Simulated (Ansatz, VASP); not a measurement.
**One calculation of HfSiF, two programs**

INCAR

```
  ALGO = Normal
  EDIFF = 1E-6
  ENCUT = 600
  GGA = PE
  GGA_COMPAT = F
  ISIF = 2
  ISMEAR = 0
  LASPH = T
  LCHARG = F
  LREAL = F
  LWAVE = F
  NBANDS = 18
  NELM = 120
  PREC = Accurate
  SIGMA = 0.1
```

Contents of KPOINTS:

```
k-points
0
Gamma
  6 6 4
```

The input POSCAR:

```
HfSiF
1.0
    3.8125952900      0.0000000000      0.0000000000
   -1.9062976400      3.3018043700      0.0000000000
    0.0000000000      0.0000000000      3.8132592500
Hf Si F
1 1 1
Direct
    0.0000000000      0.0000000000      0.0000000000
    0.6666666700      0.3333333300      0.5000000000
    0.3333333300      0.6666666700      0.5000000000
```

Input for Ansatz:

```yaml
crystal:
  lattice:
    - [3.81259529, 0.0, 0.0]
    - [-1.90629764, 3.30180437, 0.0]
    - [0.0, 0.0, 3.81325925]
  atoms:
    - { symbol: Hf, position: [0.0, 0.0, 0.0] }
    - { symbol: Si, position: [0.66666667, 0.33333333, 0.5] }
    - { symbol: F, position: [0.33333333, 0.66666667, 0.5] }
basis:
  ecutwfc: 420
kpoints:
  mp_grid: { grid: [6, 6, 4] }
hamiltonian:
  xc: pbe
scf:
  occupations: { method: gaussian, width: 0.1 }
  lower_state_search: "off"
output:
  forces: true
  stress: true
  eigenvalues: true
```

Change from the starting cell: species swapped into the PrCuGe type (P-6m2, No. 187).

Alike in both runs: task single point; functional PBE; k mesh 6 × 6 × 4; occupations gaussian, width 0.1 eV; no spin polarisation.

|  | VASP | Ansatz |
| --- | --- | --- |
| version | VASP 6.6.1 | Ansatz 0.2.0 |
| potentials or method | VASP PAW PBE potentials, release 64 (Hf_pv, Si, F), cutoff 600 eV | scalar-relativistic, plane waves, PAW |
| valence electrons in the cell | 21 | 37 |

Ansatz gave:

```
gap on the k mesh at the Fermi level (eV)                     : none
pressure (GPa)                                                : 1.5
traceless stress, the component that is largest in VASP (GPa) : -9.16
```

Task: What did VASP give for the same quantities?

Result: gap on the k mesh at the Fermi level (eV): none; pressure (GPa): 0.9; traceless stress, the component that is largest in VASP (GPa): -9.26.

A gap of «none» marks a metal or a gap that the smearing closes. VASP's potentials hold 21 valence electrons a cell and Ansatz's 37, so a difference there can come from the potentials and not from the codes.

The k mesh is coarse, so the values compare programs but aren't converged. Neither program's run includes spin-orbit coupling.
